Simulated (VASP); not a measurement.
# Rh (Pm-3m) in VASP: a series of runs

Runs on Rh. Level: PBEsol. Tasks: single point.

Program: VASP 6.6.1. These are calculated values, not measurements. Logs are shortened: lines on timing, memory, paths and dates and some standing lists are left out, and cuts for length are marked.

## 1. The cell of the first run

Symmetry: Pm-3m, No. 221, cubic system. The conventional cell has a = 2.501 Å, b = 2.501 Å, c = 2.501 Å, α = 90.00°, β = 90.00°, γ = 90.00°. Rh (site symmetry m-3m) has 6 Rh at 2.50 Å within 3.3 Å.

## 2. Single point, PBEsol

The input, INCAR:

```
SYSTEM = Rh
PREC = Accurate ; ENCUT = 520
EDIFF = 1E-6 ; ISMEAR = -1
SIGMA = 0.1 ; LREAL = .FALSE.
LASPH = .TRUE. ; NELM = 60
ALGO = Normal ; ISIF = 2
LWAVE = .FALSE. ; LCHARG = .FALSE.
GGA = PS ; NBANDS = 14
```

The input, KPOINTS:

```
Automatic mesh
0
G
  13 13 13
  0 0 0
```

The input, POSCAR:

```
Rh
1.0
    2.5007978423      0.0000000000      0.0000000000
    0.0000000000      2.5007978423      0.0000000000
    0.0000000000      0.0000000000      2.5007978423
Rh
1
Direct
    0.0000000000      0.0000000000      0.0000000000
```

Potentials or basis: VASP PAW PBE potentials, release 64 (Rh_pv).

The run is started by

```sh
$ cat potpaw_PBE.64/Rh_pv/POTCAR > POTCAR
$ mpirun -np 1 vasp_std > vasp.out
```

OUTCAR:

```text
SYSTEM = Rh
   PREC = Accurate
   ENCUT = 520
   EDIFF = 1E-6
   ISMEAR = -1
   LREAL = .FALSE.
   LASPH = .TRUE.
   NELM = 60
   ISIF = 2
   GGA = PS

 ion  position               nearest neighbor table
   1  0.000  0.000  0.000-

  LATTYP: Found a simple cubic cell.
 ALAT       =     2.5007978423

  Lattice vectors:

 A1 = (   2.5007978423,   0.0000000000,   0.0000000000)
 A2 = (   0.0000000000,   2.5007978423,   0.0000000000)
 A3 = (   0.0000000000,   0.0000000000,   2.5007978423)

Analysis of symmetry for initial positions (statically):
=====================================================================
 Subroutine PRICEL returns:
 Original cell was already a primitive cell.

 Routine SETGRP: Setting up the symmetry group for a
 simple cubic supercell.

 Subroutine GETGRP returns: Found 48 space group operations
 (whereof 48 operations were pure point group operations)
 out of a pool of 48 trial point group operations.

The static configuration has the point symmetry O_h .

Analysis of symmetry for dynamics (positions and initial velocities):
=====================================================================
 Subroutine PRICEL returns:
 Original cell was already a primitive cell.

 Routine SETGRP: Setting up the symmetry group for a
 simple cubic supercell.

 Subroutine GETGRP returns: Found 48 space group operations
 (whereof 48 operations were pure point group operations)
 out of a pool of 48 trial point group operations.

The dynamic configuration has the point symmetry O_h .

 Subroutine INISYM returns: Found 48 space group operations
 (whereof 48 operations are pure point group operations),
 and found     1 'primitive' translations

----------------------------------------------------------------------------------------

                                     Primitive cell

  volume of cell :      15.6400

  direct lattice vectors                    reciprocal lattice vectors
     2.500797842  0.000000000  0.000000000     0.399872386  0.000000000  0.000000000
     0.000000000  2.500797842  0.000000000     0.000000000  0.399872386  0.000000000
     0.000000000  0.000000000  2.500797842     0.000000000  0.000000000  0.399872386

  length of vectors
     2.500797842  2.500797842  2.500797842     0.399872386  0.399872386  0.399872386

  position of ions in fractional coordinates (direct lattice)
     0.000000000  0.000000000  0.000000000

  ion indices of the primitive-cell ions
   primitive index   ion index
                 1           1

----------------------------------------------------------------------------------------

 KPOINTS: Automatic mesh

Automatic generation of k-mesh.
 Grid dimensions read from file:
 generate k-points for:   13   13   13

 Generating k-lattice:

  Cartesian coordinates                     Fractional coordinates (reciprocal lattice)
     0.030759414  0.000000000  0.000000000     0.076923077  0.000000000  0.000000000
     0.000000000  0.030759414  0.000000000     0.000000000  0.076923077  0.000000000
     0.000000000  0.000000000  0.030759414     0.000000000  0.000000000  0.076923077

  Length of vectors
     0.030759414  0.030759414  0.030759414

  Shift w.r.t. Gamma in fractional coordinates (k-lattice)
     0.000000000  0.000000000  0.000000000

 Subroutine IBZKPT returns following result:
 ===========================================

 Found     84 irreducible k-points:

 Following reciprocal coordinates:
            Coordinates               Weight
  0.000000  0.000000  0.000000      1.000000
  0.076923  0.000000  0.000000      6.000000
  0.153846  0.000000  0.000000      6.000000
  0.230769  0.000000  0.000000      6.000000
  0.307692  0.000000  0.000000      6.000000
  0.384615  0.000000  0.000000      6.000000
[... 16 lines left out ...]
  0.307692  0.307692  0.000000     12.000000
  0.384615  0.307692  0.000000     24.000000
 [... further k-points ...]
   k-points           NKPTS =     84   k-points in BZ     NKDIM =     84   number of bands    NBANDS=     14
   number of dos      NEDOS =    301   number of ions     NIONS =      1
   total plane-waves  NPLWV =   8000
   dimension x,y,z NGX =    20 NGY =   20 NGZ =   20
   dimension x,y,z NGXF=    40 NGYF=   40 NGZF=   40
   ions per type =               1
   NGX,Y,Z   is equivalent  to a cutoff of  13.30, 13.30, 13.30 a.u.
   NGXF,Y,Z  is equivalent  to a cutoff of  26.59, 26.59, 26.59 a.u.
 SYSTEM =  Rh
   PREC   = accura    normal or accurate (medium, high low for compatibility)
   ISTART =      0    job   : 0-new  1-cont  2-samecut
   ICHARG =      2    charge: 1-file 2-atom 10-const
   ISPIN  =      1    spin polarized calculation?
   LNONCOLLINEAR =      F non collinear calculations
   LSORBIT =      F    spin-orbit coupling
   LASPH  =      T    aspherical Exc in radial PAW
   ENCUT  =  520.0 eV  38.22 Ry    6.18 a.u.   4.65  4.65  4.65*2*pi/ulx,y,z
   NELM   =     60;   NELMIN=  2; NELMDL= -5     # of ELM steps
   EDIFF  = 0.1E-05   stopping-criterion for ELM
   LREAL  =      F    real-space projection
   EDIFFG = 0.1E-04   stopping-criterion for IOM
   NSW    =      0    number of steps for IOM
   IBRION =     -1    ionic relax: 0-MD 1-quasi-New 2-CG
   NFREE  =      0    steps in history (QN), initial steepest desc. (CG)
   ISIF   =      2    stress and relaxation
   ISYM   =      2    0-nonsym 1-usesym 2-fastsym
   POTIM  = 0.5000    time-step for ionic-motion
   TEBEG  =    0.0;   TEEND  =   0.0 temperature during run
   PSTRESS=    0.0 pullay stress
   NELECT =      15.0000    total number of electrons
   NUPDOWN=      -1.0000    fix difference up-down
   EMIN   =  10.00;   EMAX   =-10.00  energy-range for DOS
   EFERMI =   0.00;   METHOD = LEGACY
   ISMEAR =    -1;   SIGMA  =   0.10  broadening in eV -4-tet -1-fermi 0-gaus
   EFERMI_NEDOS =   21; number of points for ismear=-14 and -15
   IALGO  =     38    algorithm
   IMIX   =      4    mixing-type and parameters
     AMIX     =   0.40;   BMIX     =  1.00
     AMIX_MAG =   1.60;   BMIX_MAG =  1.00
  volume/ion in A,a.u.               =      15.64       105.54
  Fermi-wavevector in a.u.,A,eV,Ry     =   1.614458  3.050883 35.463226  2.606474
  Thomas-Fermi vector in A             =   2.709363
   LORBIT       =      0    0 simple, 1 ext, 2 COOP (PROOUT), +10 PAW based schemes
   GGA     = PS    functional components
   LHFCALC =     F    Hartree Fock is set to
   AEXX    =    0.0000 exact exchange contribution
   IVDW    =     0    specifies the selected vdW correction
   LEPSILON=     F    determine dielectric tensor
   LRPA    =     F    only Hartree local field effects (RPA)
 non-spin polarized calculation
  energy-cutoff  :      520.00
  volume of cell :       15.64
 maximum number of plane-waves:       437
 NGX is ok and might be reduce to    20
   NGX =  9   NGY =  9   NGZ =  9

 number of electron      14.9999993 magnetization

 Free energy of the ion-electron system (eV)
  ---------------------------------------------------
  ext. energy  EPLUGINS =         0.00000000
  ---------------------------------------------------
  free energy    TOTEN  =        -7.27657982 eV

  energy without entropy =       -7.22067655  energy(sigma->0) =       -7.24862819

 E-fermi :   9.6646     XC(G=0): -13.2566

 val. band max:        9.6596497475   @ k =   0.2308   0.2308   0.0000
 cond. band min:       9.6703588790   @ k =   0.4615   0.1538   0.1538
 fundamental gap:      0.0107091315
 Fermi energy:         9.6645527104

 k-point     1 :       0.0000    0.0000    0.0000
  band No.  band energies     occupation
      1     -36.3312      2.00000
      2     -36.3312      2.00000
      3     -36.3312      2.00000
      4       2.5984      2.00000
      5       4.2889      2.00000
      6       4.2889      2.00000
      7      10.5109      0.00042
      8      10.5109      0.00042
      9      10.5109      0.00042
     10      26.7187      0.00000
     11      26.7187      0.00000
     12      26.7187      0.00000
     13      30.6206      0.00000
     14      34.3424      0.00000

 k-point     2 :       0.0769    0.0000    0.0000
  band No.  band energies     occupation
      1     -36.3790      2.00000
      2     -36.3273      2.00000
      3     -36.3273      2.00000
      4       2.7729      2.00000
      5       4.3242      2.00000
      6       4.4553      2.00000
      7      10.3547      0.00201
      8      10.3547      0.00201
      9      10.5231      0.00037
     10      25.5724      0.00000
     11      27.0305      0.00000
     12      27.0305      0.00000
     13      30.6248      0.00000
     14      33.4242      0.00000

 k-point     3 :       0.1538    0.0000    0.0000
  band No.  band energies     occupation
      1     -36.5101      2.00000
      2     -36.3162      2.00000
      3     -36.3162      2.00000
      4       3.2255      2.00000
      5       4.4238      2.00000
      6       4.9863      2.00000
      7       9.9443      0.11490
      8       9.9443      0.11490
      9      10.5570      0.00027
     10      23.3403      0.00000
     11      27.8969      0.00000
     12      27.8969      0.00000
     13      30.6280      0.00000
     14      31.7901      0.00000

 k-point     4 :       0.2308    0.0000    0.0000
  band No.  band energies     occupation
      1     -36.6922      2.00000
      2     -36.3005      2.00000
      3     -36.3005      2.00000
      4       3.7939      2.00000
      5       4.5680      2.00000
      6       5.9229      2.00000
      7       9.4124      1.85122
      8       9.4124      1.85122
      9      10.6051      0.00016
     10      21.0334      0.00000
     11      29.1533      0.00000
     12      29.1533      0.00000
     13      30.1455      0.00000
     14      30.6295      0.00000

 k-point     5 :       0.3077    0.0000    0.0000
  band No.  band energies     occupation
      1     -36.8820      2.00000
      2     -36.2839      2.00000
      3     -36.2839      2.00000
      4       4.3515      2.00000
      5       4.7265      2.00000
      6       7.1736      2.00000
      7       8.8958      1.99908
      8       8.8958      1.99908
      9      10.6568      0.00010
     10      18.9615      0.00000
     11      28.7685      0.00000
[... 276 lines left out ...]
 k-point    22 :       0.4615    0.2308    0.0000
  band No.  band energies     occupation
      1     -37.0793      2.00000
      2     -36.6092      2.00000
      3     -36.2328      2.00000
      4       5.3279      2.00000
      5       5.4790      2.00000
      6       7.4281      2.00000
      7       8.4693      1.99999
      8       9.7484      0.60354
      9      12.3246      0.00000
     10      16.4201      0.00000
     11      26.3051      0.00000
     12      28.4228      0.00000
     13      30.6378      0.00000
     14      30.7890      0.00000

 k-point    23 :       0.3077    0.3077    0.0000
  band No.  band energies     occupation
      1     -36.8278      2.00000
      2     -36.8127      2.00000
      3     -36.2379      2.00000
      4       5.0531      2.00000
      5       5.4414      2.00000
      6       8.1580      2.00000
      7       9.0754      1.99449
      8       9.2352      1.97305
      9      10.0977      0.02597
     10      19.8232      0.00000
     11      23.1965      0.00000
     12      29.1761      0.00000
     13      30.6444      0.00000
     14      33.9647      0.00000

 k-point    24 :       0.3846    0.3077    0.0000
  band No.  band energies     occupation
      1     -36.9713      2.00000
      2     -36.8020      2.00000
      3     -36.2244      2.00000
      4       4.8634      2.00000
      5       5.4573      2.00000
      6       8.7703      1.99974
      7       8.7711      1.99974
      8       9.2392      1.97196
      9      11.5702      0.00000
     10      18.2278      0.00000
     11      23.7856      0.00000
     12      28.0619      0.00000
     13      30.6439      0.00000
     14      32.5535      0.00000

 [... further k-points ...]
[... 5 lines left out ...]
  --------------------------------------------------------------------------------------
  -------------------------------------------------------------------------------------
  Total       -0.0014375     -0.0014375     -0.0014375      0.0000000     -0.0000000      0.0000000
  in kB       -0.1472579     -0.1472579     -0.1472579      0.0000000     -0.0000000      0.0000000
  external PRESSURE =      -0.1472579 kB  Pullay stress =       0.0000000 kB

 VOLUME and BASIS-vectors are now :
 -----------------------------------------------------------------------------
  energy-cutoff  :      520.00
  volume of cell :       15.64
      direct lattice vectors                 reciprocal lattice vectors
     2.500797842  0.000000000  0.000000000     0.399872386  0.000000000  0.000000000
     0.000000000  2.500797842  0.000000000     0.000000000  0.399872386  0.000000000
     0.000000000  0.000000000  2.500797842     0.000000000  0.000000000  0.399872386

 POSITION                                       TOTAL-FORCE (eV/Angst)
 -----------------------------------------------------------------------------------
      0.00000      0.00000      0.00000         0.000000      0.000000      0.000000
 -----------------------------------------------------------------------------------
    total drift:                                0.000000      0.000000      0.000000

  FREE ENERGIE OF THE ION-ELECTRON SYSTEM (eV)
  ---------------------------------------------------
  free  energy   TOTEN  =        -7.2765798206 eV

  energy  without entropy=       -7.2206765532  energy(sigma->0) =       -7.24862819
```

Wall time 5.4 s (1 thread of Intel Xeon 6975P-C (Granite Rapids), shared host); peak memory 0.13 GiB.

What came out:

```yaml
Free_energy: -7.2766 eV
Pressure: 0.0 GPa
```

Caveat: the PAW data sets were made with another functional, which shifts forces and pressure a little.

## 3. Single point, PBEsol (volume scaled by 0.88)

The input, INCAR:

```
ALGO = Normal
EDIFF = 1E-7
ENCUT = 520
GGA = PS
ISIF = 2
ISMEAR = -1
LASPH = True
LCHARG = False
LREAL = False
LWAVE = False
NBANDS = 14
NELM = 100
PREC = Accurate
SIGMA = 0.1
```

The input, KPOINTS:

```
k-points
0
Gamma
  14 14 14
```

The input, POSCAR:

```
Rh
1.0
    2.3964744880      0.0000000000      0.0000000000
    0.0000000000      2.3964744880      0.0000000000
    0.0000000000      0.0000000000      2.3964744880
Rh
1
Direct
    0.0000000000      0.0000000000      0.0000000000
```

Potentials or basis: VASP PAW PBE potentials, release 64 (Rh_pv).

The run is started by

```sh
$ cat potpaw_PBE.64/Rh_pv/POTCAR > POTCAR
$ mpirun -np 1 vasp_std > vasp.out
```

OUTCAR:

```text
EDIFF = 1E-7
   ENCUT = 520
   GGA = PS
   ISIF = 2
   ISMEAR = -1
   LASPH = True
   LREAL = False
   NELM = 100
   PREC = Accurate

 ion  position               nearest neighbor table
   1  0.000  0.000  0.000-

  LATTYP: Found a simple cubic cell.
 ALAT       =     2.3964744880

  Lattice vectors:

 A1 = (   2.3964744880,   0.0000000000,   0.0000000000)
 A2 = (   0.0000000000,   2.3964744880,   0.0000000000)
 A3 = (   0.0000000000,   0.0000000000,   2.3964744880)

Analysis of symmetry for initial positions (statically):
[... 578 lines left out ...]
      8      12.0505      0.39211
      9      12.3571      0.02247
     10      21.8179      0.00000
     11      28.5527      0.00000
     12      32.2875      0.00000
     13      32.6005      0.00000
     14      37.2834      0.00000

 [... further k-points ...]
[... 5 lines left out ...]
  --------------------------------------------------------------------------------------
  -------------------------------------------------------------------------------------
  Total        3.1726101      3.1726101      3.1726101     -0.0000000     -0.0000000      0.0000000
  in kB      369.3251272    369.3251272    369.3251272     -0.0000000     -0.0000000      0.0000000
  external PRESSURE =     369.3251272 kB  Pullay stress =       0.0000000 kB

 VOLUME and BASIS-vectors are now :
 -----------------------------------------------------------------------------
  energy-cutoff  :      520.00
  volume of cell :       13.76
      direct lattice vectors                 reciprocal lattice vectors
     2.396474488  0.000000000  0.000000000     0.417279635  0.000000000  0.000000000
     0.000000000  2.396474488  0.000000000     0.000000000  0.417279635  0.000000000
     0.000000000  0.000000000  2.396474488     0.000000000  0.000000000  0.417279635

 POSITION                                       TOTAL-FORCE (eV/Angst)
 -----------------------------------------------------------------------------------
      0.00000      0.00000      0.00000         0.000000      0.000000      0.000000
 -----------------------------------------------------------------------------------
    total drift:                                0.000000      0.000000      0.000000

  FREE ENERGIE OF THE ION-ELECTRON SYSTEM (eV)
  ---------------------------------------------------
  free  energy   TOTEN  =        -7.0924284076 eV

  energy  without entropy=       -7.0505066414  energy(sigma->0) =       -7.07146752
```

OSZICAR:

```text
N       E                     dE             d eps       ncg     rms          rms(c)
DAV:   1     0.121900936448E+03    0.12190E+03   -0.87943E+03  3360   0.115E+03
DAV:   2    -0.582240793039E+01   -0.12772E+03   -0.12147E+03  3630   0.340E+02
DAV:   3    -0.742346146584E+01   -0.16011E+01   -0.15975E+01  4092   0.425E+01
DAV:   4    -0.742959398677E+01   -0.61325E-02   -0.61320E-02  3870   0.266E+00
DAV:   5    -0.742965023106E+01   -0.56244E-04   -0.56244E-04  4058   0.227E-01    0.129E+01
DAV:   6    -0.710994231887E+01    0.31971E+00   -0.51139E-01  3702   0.976E+00    0.556E+00
DAV:   7    -0.709526628746E+01    0.14676E-01   -0.23469E-02  3954   0.152E+00    0.230E+00
DAV:   8    -0.709248958492E+01    0.27767E-02   -0.36292E-03  3582   0.816E-01    0.108E-01
DAV:   9    -0.709242985878E+01    0.59726E-04   -0.88030E-05  4068   0.131E-01    0.175E-02
DAV:  10    -0.709242865035E+01    0.12084E-05   -0.28013E-06  3720   0.175E-02    0.685E-03
DAV:  11    -0.709242843568E+01    0.21467E-06   -0.30230E-08  2996   0.196E-03    0.289E-04
DAV:  12    -0.709242840759E+01    0.28091E-07   -0.27372E-09  1890   0.722E-04
   1 F= -.70924284E+01 E0= -.70714675E+01  d E =-.419218E-01
```

stdout:

```text
POSCAR found type information on POSCAR Rh
 POSCAR found :  1 types and       1 ions
 scaLAPACK will be used
 -----------------------------------------------------------------------------
|                                                                             |
|                                                                             |
|     You enforced a specific xc type in the INCAR file but a different       |
|     I HOPE YOU KNOW WHAT YOU ARE DOING!                                     |
|                                                                             |
 -----------------------------------------------------------------------------

 LDA part: xc-table for (Slater+PW92), standard interpolation
 POSCAR, INCAR and KPOINTS ok, starting setup
 FFT: planning ... GRIDC
 FFT: planning ... GRID_SOFT
 FFT: planning ... GRID
 WAVECAR not read
 entering main loop
```

It took 6.8 s on 1 thread of Intel Xeon 6975P-C (Granite Rapids), shared host; peak memory 0.13 GiB.

Results:

- Free energy: -7.0924 eV
- Pressure: 36.9 GPa

Caveat: the PAW data sets were made with another functional, which shifts forces and pressure a little.
